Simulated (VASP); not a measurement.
Runs of VASP 6.6.1 on AlP5. The structure is that of space group P6/mmm (No. 191), or close to it. The cells are those of the table. 

```csv
task,cell,k mesh,cutoff (eV),gap on the mesh (eV),pressure (GPa),relaxed volume (Å³/atom)
relaxation of cell and atoms,"relaxed from a = 5.110, b = 5.110, c = 4.271 Å, angles 90.0, 90.0, 120.0°, 6 atoms",12 × 12 × 10,600,none,0.0,16.22
single point,"a = 4.764, b = 4.764, c = 4.963 Å, angles 90.0, 90.0, 120.0°, 6 atoms",12 × 12 × 10,520,none,-0.2,-
single point,"a = 5.514, b = 5.514, c = 4.594 Å, angles 90.0, 90.0, 120.0°, 6 atoms",6 × 6 × 4,520,none,-10.9,-
relaxation of cell and atoms,"relaxed from a = 5.514, b = 5.514, c = 4.594 Å, angles 90.0, 90.0, 120.0°, 6 atoms",6 × 6 × 4,600,none,0.2,(a)
single point,"a = 5.110, b = 5.110, c = 4.271 Å, angles 90.0, 90.0, 120.0°, 6 atoms",6 × 6 × 4,520,none,-0.2,-
```

Alike in all rows: level PBE; potentials or basis VASP PAW PBE potentials, release 64 (Al, P); no spin polarisation; smearing gaussian 0.1 eV.

Problem. Estimate the missing entries.

Solution. (a) 16.03.

Caveats: some runs use coarse meshes; the volume moved by over 15 % at a fixed basis, so the end points are rough (some runs).

A gap of «none» marks levels without a gap at the run's occupations.
